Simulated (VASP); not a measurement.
# CdS in VASP: further runs

The runs below take CdS through single point, with PBE, r2SCAN.

Program: VASP 6.6.1. These are calculated values, not measurements. Logs are shortened: lines on timing, memory, paths and dates and some standing lists are left out, and cuts for length are marked.

## 1. The cell of the first run

The structure is trigonal, space group R3m (No. 160). Conventional cell: a = 4.134 Å, b = 4.134 Å, c = 10.226 Å, α = 90.00°, β = 90.00°, γ = 120.00°. Cd (site symmetry 3m) has 4 S at 2.54 Å within 3.4 Å. S (site symmetry 3m) has 4 Cd at 2.54 Å within 3.4 Å.

## 2. Single point, PBE (epitaxial 111 strain -0.5%)

File INCAR:

```
PREC = Accurate
ENCUT = 520
EDIFF = 1E-6
ISMEAR = -1
SIGMA = 0.02
LREAL = False
LASPH = True
NELM = 100
ALGO = Normal
ISIF = 2
LWAVE = False
LCHARG = True
GGA = PE
LELF = True
LVHAR = True
NBANDS = 16
```

File KPOINTS:

```
regular mesh
0
Gamma
  8 8 8
```

File POSCAR:

```
CdS
1.0
    0.0190461122      2.9423891920      2.9423891920
    2.9423891920      0.0190461122      2.9423891920
    2.9423891920      2.9423891920      0.0190461122
Cd S
1 1
Direct
    0.0007202689      0.0007202689      0.0007202689
    0.2492797311      0.2492797311      0.2492797311
```

Potentials or basis: VASP PAW PBE potentials, release 64 (Cd, S).

On the command line:

```
$ cat potpaw_PBE.64/Cd/POTCAR potpaw_PBE.64/S/POTCAR > POTCAR
$ mpirun -np 1 vasp_std > vasp.out
```

OUTCAR:

```text
PREC = Accurate
   ENCUT = 520
   EDIFF = 1E-6
   ISMEAR = -1
   LREAL = False
   LASPH = True
   NELM = 100
   ISIF = 2
   GGA = PE

 ion  position               nearest neighbor table
   1  0.001  0.001  0.001-   2 2.54   2 2.54   2 2.54   2 2.54
   2  0.249  0.249  0.249-   1 2.54   1 2.54   1 2.54   1 2.54

  LATTYP: Found a trigonal (rhomboedric) cell.
 ALAT       =     4.1612102889
 COS(alpha) =     0.5064623988

  Lattice vectors:

 A1 = (   0.0190461122,   2.9423891920,   2.9423891920)
 A2 = (   2.9423891920,   0.0190461122,   2.9423891920)
 A3 = (   2.9423891920,   2.9423891920,   0.0190461122)

Analysis of symmetry for initial positions (statically):
=====================================================================
 Subroutine PRICEL returns:
 Original cell was already a primitive cell.

 Routine SETGRP: Setting up the symmetry group for a
 trigonal (rhombohedral) supercell.

 Subroutine GETGRP returns: Found  6 space group operations
 (whereof  6 operations were pure point group operations)
 out of a pool of 12 trial point group operations.

The static configuration has the point symmetry C_3v.

Analysis of symmetry for dynamics (positions and initial velocities):
=====================================================================
 Subroutine PRICEL returns:
 Original cell was already a primitive cell.

 Routine SETGRP: Setting up the symmetry group for a
 trigonal (rhombohedral) supercell.

 Subroutine GETGRP returns: Found  6 space group operations
 (whereof  6 operations were pure point group operations)
 out of a pool of 12 trial point group operations.

The dynamic configuration has the point symmetry C_3v.

 Subroutine INISYM returns: Found  6 space group operations
 (whereof  6 operations are pure point group operations),
 and found     1 'primitive' translations

----------------------------------------------------------------------------------------

                                     Primitive cell

  volume of cell :      50.4537

  direct lattice vectors                    reciprocal lattice vectors
     0.019046112  2.942389192  2.942389192    -0.171588834  0.170485282  0.170485282
     2.942389192  0.019046112  2.942389192     0.170485282 -0.171588834  0.170485282
     2.942389192  2.942389192  0.019046112     0.170485282  0.170485282 -0.171588834

  length of vectors
     4.161210289  4.161210289  4.161210289     0.295927678  0.295927678  0.295927678

  position of ions in fractional coordinates (direct lattice)
     0.000720269  0.000720269  0.000720269
     0.249279731  0.249279731  0.249279731

  ion indices of the primitive-cell ions
   primitive index   ion index
                 1           1
                 2           2

----------------------------------------------------------------------------------------

 KPOINTS: regular mesh

Automatic generation of k-mesh.
 Grid dimensions read from file:
 generate k-points for:    8    8    8

 Generating k-lattice:

  Cartesian coordinates                     Fractional coordinates (reciprocal lattice)
    -0.021448604  0.021310660  0.021310660     0.125000000  0.000000000  0.000000000
     0.021310660 -0.021448604  0.021310660     0.000000000  0.125000000  0.000000000
     0.021310660  0.021310660 -0.021448604     0.000000000  0.000000000  0.125000000

  Length of vectors
     0.036990960  0.036990960  0.036990960

  Shift w.r.t. Gamma in fractional coordinates (k-lattice)
     0.000000000  0.000000000  0.000000000

 Subroutine IBZKPT returns following result:
 ===========================================

 Found     65 irreducible k-points:

 Following reciprocal coordinates:
            Coordinates               Weight
  0.000000  0.000000  0.000000      1.000000
  0.125000 -0.000000 -0.000000      6.000000
  0.250000 -0.000000 -0.000000      6.000000
  0.375000  0.000000  0.000000      6.000000
  0.500000 -0.000000 -0.000000      3.000000
  0.125000  0.125000  0.000000      6.000000
[... 16 lines left out ...]
  0.250000  0.125000  0.125000      6.000000
  0.375000  0.125000  0.125000      6.000000
 [... further k-points ...]
   k-points           NKPTS =     65   k-points in BZ     NKDIM =     65   number of bands    NBANDS=     16
   number of dos      NEDOS =    301   number of ions     NIONS =      2
   total plane-waves  NPLWV =  32768
   dimension x,y,z NGX =    32 NGY =   32 NGZ =   32
   dimension x,y,z NGXF=    64 NGYF=   64 NGZF=   64
   ions per type =               1   1
   NGX,Y,Z   is equivalent  to a cutoff of  12.78, 12.78, 12.78 a.u.
   NGXF,Y,Z  is equivalent  to a cutoff of  25.57, 25.57, 25.57 a.u.
 SYSTEM =  unknown system
   PREC   = accura    normal or accurate (medium, high low for compatibility)
   ISTART =      0    job   : 0-new  1-cont  2-samecut
   ICHARG =      2    charge: 1-file 2-atom 10-const
   ISPIN  =      1    spin polarized calculation?
   LNONCOLLINEAR =      F non collinear calculations
   LSORBIT =      F    spin-orbit coupling
   LASPH  =      T    aspherical Exc in radial PAW
   ENCUT  =  520.0 eV  38.22 Ry    6.18 a.u.   7.74  7.74  7.74*2*pi/ulx,y,z
   NELM   =    100;   NELMIN=  2; NELMDL= -5     # of ELM steps
   EDIFF  = 0.1E-05   stopping-criterion for ELM
   LREAL  =      F    real-space projection
   EDIFFG = 0.1E-04   stopping-criterion for IOM
   NSW    =      0    number of steps for IOM
   IBRION =     -1    ionic relax: 0-MD 1-quasi-New 2-CG
   NFREE  =      0    steps in history (QN), initial steepest desc. (CG)
   ISIF   =      2    stress and relaxation
   ISYM   =      2    0-nonsym 1-usesym 2-fastsym
   POTIM  = 0.5000    time-step for ionic-motion
   TEBEG  =    0.0;   TEEND  =   0.0 temperature during run
   PSTRESS=    0.0 pullay stress
   NELECT =      18.0000    total number of electrons
   NUPDOWN=      -1.0000    fix difference up-down
   EMIN   =  10.00;   EMAX   =-10.00  energy-range for DOS
   EFERMI =   0.00;   METHOD = LEGACY
   ISMEAR =    -1;   SIGMA  =   0.02  broadening in eV -4-tet -1-fermi 0-gaus
   EFERMI_NEDOS =   21; number of points for ismear=-14 and -15
   IALGO  =     38    algorithm
   IMIX   =      4    mixing-type and parameters
     AMIX     =   0.40;   BMIX     =  1.00
     AMIX_MAG =   1.60;   BMIX_MAG =  1.00
  volume/ion in A,a.u.               =      25.23       170.24
  Fermi-wavevector in a.u.,A,eV,Ry     =   1.161096  2.194153 18.342600  1.348143
  Thomas-Fermi vector in A             =   2.297671
   LORBIT       =      0    0 simple, 1 ext, 2 COOP (PROOUT), +10 PAW based schemes
   GGA     = PE    functional components
   LHFCALC =     F    Hartree Fock is set to
   AEXX    =    0.0000 exact exchange contribution
   IVDW    =     0    specifies the selected vdW correction
   LEPSILON=     F    determine dielectric tensor
   LRPA    =     F    only Hartree local field effects (RPA)
 non-spin polarized calculation
  energy-cutoff  :      520.00
  volume of cell :       50.45
 maximum number of plane-waves:      1374
   NGX = 15   NGY = 15   NGZ = 15

 number of electron      18.0000005 magnetization

 Free energy of the ion-electron system (eV)
  ---------------------------------------------------
  ext. energy  EPLUGINS =         0.00000000
  ---------------------------------------------------
  free energy    TOTEN  =        -6.13478884 eV

  energy without entropy =       -6.13478884  energy(sigma->0) =       -6.13478884

 E-fermi :   1.5643     XC(G=0):  -9.0716

 val. band max:        1.1844428446   @ k =   0.0000   0.0000   0.0000
 cond. band min:       2.2836055426   @ k =   0.0000   0.0000   0.0000
 fundamental gap:      1.0991626979
 Fermi energy:         1.5643162732

 k-point     1 :       0.0000    0.0000    0.0000
  band No.  band energies     occupation
      1     -11.0958      2.00000
      2      -6.5009      2.00000
      3      -6.4944      2.00000
      4      -6.4944      2.00000
      5      -6.0396      2.00000
      6      -6.0396      2.00000
[... 8 lines left out ...]
     15      12.6270      0.00000
     16      12.6270      0.00000

 k-point     2 :       0.1250   -0.0000   -0.0000
  band No.  band energies     occupation
      1     -11.0357      2.00000
      2      -6.4786      2.00000
      3      -6.4730      2.00000
      4      -6.4418      2.00000
      5      -6.0408      2.00000
      6      -6.0402      2.00000
[... 8 lines left out ...]
     15      12.0460      0.00000
     16      13.1035      0.00000

 k-point     3 :       0.2500   -0.0000   -0.0000
  band No.  band energies     occupation
      1     -10.8898      2.00000
      2      -6.4308      2.00000
      3      -6.4270      2.00000
      4      -6.2535      2.00000
      5      -6.0365      2.00000
      6      -6.0342      2.00000
[... 8 lines left out ...]
     15      11.8370      0.00000
     16      12.4503      0.00000

 k-point     4 :       0.3750    0.0000    0.0000
  band No.  band energies     occupation
      1     -10.7441      2.00000
      2      -6.3940      2.00000
      3      -6.3919      2.00000
      4      -6.0183      2.00000
      5      -6.0138      2.00000
      6      -5.9118      2.00000
[... 8 lines left out ...]
     15      12.5752      0.00000
     16      12.7101      0.00000
[... 324 lines left out ...]
 k-point    22 :       0.1250    0.1250    0.1250
  band No.  band energies     occupation
      1     -11.0369      2.00000
      2      -6.4733      2.00000
      3      -6.4733      2.00000
      4      -6.4479      2.00000
      5      -6.0404      2.00000
      6      -6.0404      2.00000
[... 8 lines left out ...]
     15      12.0565      0.00000
     16      13.1310      0.00000

 k-point    23 :       0.2500    0.1250    0.1250
  band No.  band energies     occupation
      1     -10.9488      2.00000
      2      -6.4487      2.00000
      3      -6.4290      2.00000
      4      -6.3591      2.00000
      5      -6.0530      2.00000
      6      -6.0255      2.00000
[... 8 lines left out ...]
     15      12.0782      0.00000
     16      14.0684      0.00000

 k-point    24 :       0.3750    0.1250    0.1250
  band No.  band energies     occupation
      1     -10.8035      2.00000
      2      -6.3991      2.00000
      3      -6.3870      2.00000
      4      -6.1372      2.00000
      5      -6.0500      2.00000
      6      -5.9891      2.00000
[... 8 lines left out ...]
     15      12.6957      0.00000
     16      13.4868      0.00000

 [... further k-points ...]

------------------------ aborting loop because EDIFF is reached ----------------------------------------

  FORCE on cell =-STRESS in cart. coord.  units (eV):
  Direction    XX          YY          ZZ          XY          YZ          ZX
  --------------------------------------------------------------------------------------
  -------------------------------------------------------------------------------------
  Total        0.6642050      0.6642050      0.6642050     -0.0514953     -0.0514953     -0.0514953
  in kB       21.0920946     21.0920946     21.0920946     -1.6352539     -1.6352539     -1.6352539
  external PRESSURE =      21.0920946 kB  Pullay stress =       0.0000000 kB

 VOLUME and BASIS-vectors are now :
 -----------------------------------------------------------------------------
  energy-cutoff  :      520.00
  volume of cell :       50.45
      direct lattice vectors                 reciprocal lattice vectors
     0.019046112  2.942389192  2.942389192    -0.171588834  0.170485282  0.170485282
     2.942389192  0.019046112  2.942389192     0.170485282 -0.171588834  0.170485282
     2.942389192  2.942389192  0.019046112     0.170485282  0.170485282 -0.171588834

 POSITION                                       TOTAL-FORCE (eV/Angst)
 -----------------------------------------------------------------------------------
      0.00425      0.00425      0.00425         0.000631      0.000631      0.000631
      1.47170      1.47170      1.47170        -0.000631     -0.000631     -0.000631
 -----------------------------------------------------------------------------------
    total drift:                               -0.000063     -0.000063     -0.000063

  FREE ENERGIE OF THE ION-ELECTRON SYSTEM (eV)
  ---------------------------------------------------
  free  energy   TOTEN  =        -6.1347888447 eV

  energy  without entropy=       -6.1347888447  energy(sigma->0) =       -6.13478884
```

Wall time 31 s (1 thread of AMD EPYC 9R45 (Zen 5), shared host); peak memory 0.17 GiB.

What came out:

```
Free energy            : -6.1348 eV
Pressure               : 2.1 GPa
Band gap on the k mesh : 1.10 eV, direct
```

Caveat: the cell differs from its parent crystal (epitaxial 111 strain -0.5%).

## 3. Single point, PBE (strain along [111] +1.5%)

File INCAR:

```
SYSTEM = CdS
ALGO = Normal
EDIFF = 1E-6
ENCUT = 520
GGA = PE
ISIF = 2
ISMEAR = -1
LASPH = .TRUE.
LCHARG = .FALSE.
LREAL = .FALSE.
LWAVE = .FALSE.
NBANDS = 16
NELM = 80
PREC = Accurate
SIGMA = 0.02
```

File KPOINTS:

```
k-points
0
G
  8 8 8
  0 0 0
```

File POSCAR:

```
CdS
1.0
    0.0293921484      2.9686069884      2.9686069884
    2.9686069884      0.0293921484      2.9686069884
    2.9686069884      2.9686069884      0.0293921484
Cd S
1 1
Direct
    0.0010506580      0.0010506580      0.0010506580
    0.2489493420      0.2489493420      0.2489493420
```

Potentials or basis: VASP PAW PBE potentials, release 64 (Cd, S).

On the command line:

```
$ cat potpaw_PBE.64/Cd/POTCAR potpaw_PBE.64/S/POTCAR > POTCAR
$ mpirun -np 1 vasp_std > vasp.out
```

Wall time 28 s (1 thread of AMD EPYC 9R45 (Zen 5), shared host); peak memory 0.17 GiB.

Results (log left out):

* Free energy: -6.1442 eV
* Pressure: 0.8 GPa
* Band gap on the k mesh: 1.04 eV, direct

Stress tensor (GPa, compression positive):
```
 0.82 -0.26 -0.26
-0.26  0.82 -0.26
-0.26 -0.26  0.82
```

Levels at points of the mesh, in eV from the valence-band top:
```
           k point  band 6  band 7  band 8  band 9  band 10  band 11  band 12  band 13
(0.00, 0.00, 0.00)   -7.19   -0.06    0.00    0.00     1.04     6.42     6.59     6.59
(0.50, 0.00, 0.00)   -6.83   -4.18   -0.76   -0.70     2.91     6.95     6.97     7.36
(0.50, 0.50, 0.00)   -6.78   -3.81   -1.81   -1.73     3.59     4.29     9.05    10.53
(0.50, 0.50, 0.50)   -6.86   -4.23   -0.68   -0.68     3.03     7.07     7.07     7.28
```

Caveat: the cell differs from its parent crystal (strain along [111] +1.5%).

(Part 1 of 3 ends here.)
